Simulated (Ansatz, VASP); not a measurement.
## Rh in VASP and in Ansatz

```
Rh
1.0
     0.00000    1.92657    1.92657
     1.92657    0.00000    1.92657
     1.92657    1.92657    0.00000
Rh
1
Direct
  0.00000 0.00000 0.00000
```

Change from the starting cell: volume scaled by 1.04, crystal datasets.

Alike in both runs: task electric field gradients; functional LDA; k mesh 16 × 16 × 16; occupations fermi-dirac, width 0.03 eV; no spin polarisation.

|  | VASP | Ansatz |
| --- | --- | --- |
| version | VASP 6.6.1 | Ansatz 0.2.0 |
| potentials or method | VASP PAW LDA potentials, release 64 (Rh_pv), cutoff 520 eV | all-electron PAW with datasets made for the crystal, scalar-relativistic |

```csv
,VASP,Ansatz,Ansatz less VASP
pressure (GPa),-19.6,-20.3,-0.71
```

LDA's correlation is that of Perdew and Zunger in VASP and of Perdew and Wang (1992) in Ansatz. Ansatz ran all-electron here, and VASP with PAW potentials.
